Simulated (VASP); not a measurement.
A run of VASP 6.6.1 is set up as follows.

Contents of INCAR:

```
PREC = Accurate ; ENCUT = 600
EDIFF = 1E-7 ; ISMEAR = 0
SIGMA = 0.01 ; LREAL = False
LASPH = True ; NELM = 60
ALGO = Normal ; ISIF = 3
LWAVE = False ; LCHARG = False
IBRION = 2 ; NSW = 100
EDIFFG = -0.002 ; PSTRESS = 70.0
```

The input KPOINTS:

```
Automatic mesh
0
Gamma
  10 10 10
```

File POSCAR:

```
SiC
1.0
    2.1644853876      2.1644853876      0.0000000000
   -2.1644853876      2.1644853876      0.0000000000
    0.0000000000      2.1644853876      2.1644853876
Si C
1 1
Direct
    0.0000000000      0.0000000000      0.0000000000
    0.7500000000      0.2500000000      0.5000000000
```

Potentials or basis: VASP PAW LDA potentials, release 64 (Si, C).

The run is started by

```bash
$ cat potpaw_LDA.64/Si/POTCAR potpaw_LDA.64/C/POTCAR > POTCAR
$ mpirun -np 1 vasp_std > vasp.out
```

(1) What does it give for the band gap on the k mesh?

(2) Estimate the space group after relaxing (to 0.1 Å).

(3) Estimate the relaxed volume.

(4) What does it give for the relaxed cell?

Results:

(1) 1.26 eV (least direct gap 4.55 eV).

(2) F-43m (No. 216).

(3) 9.86 Å³/atom.

(4) a = 3.033 Å, b = 3.033 Å, c = 3.033 Å, α = 60.00°, β = 60.00°, γ = 90.00°.

Caveat: the cell is relaxed towards a set pressure, so the run minimises the enthalpy, not the energy.
